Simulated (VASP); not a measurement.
Wanted: the native input for a VASP 6.6.1 run.

```yaml
Task: single point
Functional: PBE
Potentials_or_basis: VASP PAW PBE potentials, release 64 (Al, Ni)
Cutoff: 520 eV
k_mesh: 16 × 16 × 16
Occupations: gaussian, width 0.15 eV
Spin: no spin polarisation
Dipole_correction: no
Further_INCAR_settings: ALGO = Fast; EDIFF = 1e-06; NBANDS = 14
```

The structure of AlNi lies in POSCAR:

```
AlNi
1.0
    2.0426321522     -2.0425983492      0.0000000000
    2.0426321522      2.0425983492      0.0000000000
    0.0000000000      0.0000000000      2.9004437222
Al Ni
1 1
Direct
   -0.0207706306      0.0000000000      0.0000000000
    0.5095483235      0.5000000000      0.5000000000
```

This cell differs from its parent crystal: mode 4 frozen in at -0.060 Å and mode 6 at +0.000 Å (largest displacements).

The input as run:

INCAR

```
SYSTEM = AlNi
PREC = Accurate ; ENCUT = 520
EDIFF = 1E-6 ; ISMEAR = 0
SIGMA = 0.15 ; LREAL = .FALSE.
LASPH = .TRUE. ; NELM = 80
ALGO = Fast ; ISIF = 2
LWAVE = .FALSE. ; LCHARG = .FALSE.
GGA = PE ; NBANDS = 14
```

KPOINTS

```
regular mesh
0
G
  16 16 16
  0 0 0
```

Potentials or basis: VASP PAW PBE potentials, release 64 (Al, Ni).

Launch:

```bash
$ cat potpaw_PBE.64/Al/POTCAR potpaw_PBE.64/Ni/POTCAR > POTCAR
$ mpirun -np 1 vasp_std > vasp.out
```

It gave:

The pressure is 0.5 GPa. The largest force is 0.499 eV/Å.

Caveat: the cell differs from its parent crystal (mode 4 frozen in at -0.060 Å and mode 6 at +0.000 Å (largest displacements)).

Run time: 2.9 min on 1 thread of Intel(R) Xeon(R) Platinum 8488C (Sapphire Rapids), with other jobs on the host, peak memory 0.49 GiB.
